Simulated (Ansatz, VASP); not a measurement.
**Ga in VASP and in Ansatz**

```
Ga
1.0
     1.37372   -3.99948    0.00000
     1.37372    3.99948    0.00000
    -0.11666    0.00000    3.30758
Ga
2
Direct
  0.86900 0.13100 0.25000
  0.13100 0.86900 0.75000
```

Change from the starting cell: volume scaled by 0.98, crystal datasets.

Alike in both runs: task electric field gradients; functional PBEsol; k mesh 14 × 14 × 11; occupations fermi-dirac, width 0.03 eV; no spin polarisation.

```csv
,VASP,Ansatz
version,VASP 6.6.1,Ansatz 0.2.0
potentials or method,"VASP PAW PBE potentials, release 64 (Ga_d), cutoff 520 eV","all-electron PAW with datasets made for the crystal, scalar-relativistic"
```

Ansatz gave:

```
pressure (GPa)                                                : -0.7
traceless stress, the component that is largest in VASP (GPa) : -0.12
rms of the force components (eV/Å)                            : 0.111
size of Vzz on the site where it differs most (V/Å²)          : 27.1
```

Q: What did VASP give for the same quantities?

A: Pressure (GPa): -0.7; traceless stress, the component that is largest in VASP (GPa): -0.12; rms of the force components (eV/Å): 0.111; size of Vzz on the site where it differs most (V/Å²): 25.4.

VASP's potentials were made for PBE, not for PBEsol. Atom by atom the forces differ by 0.000 eV/Å (rms over components). Ansatz ran all-electron here, and VASP with PAW potentials.
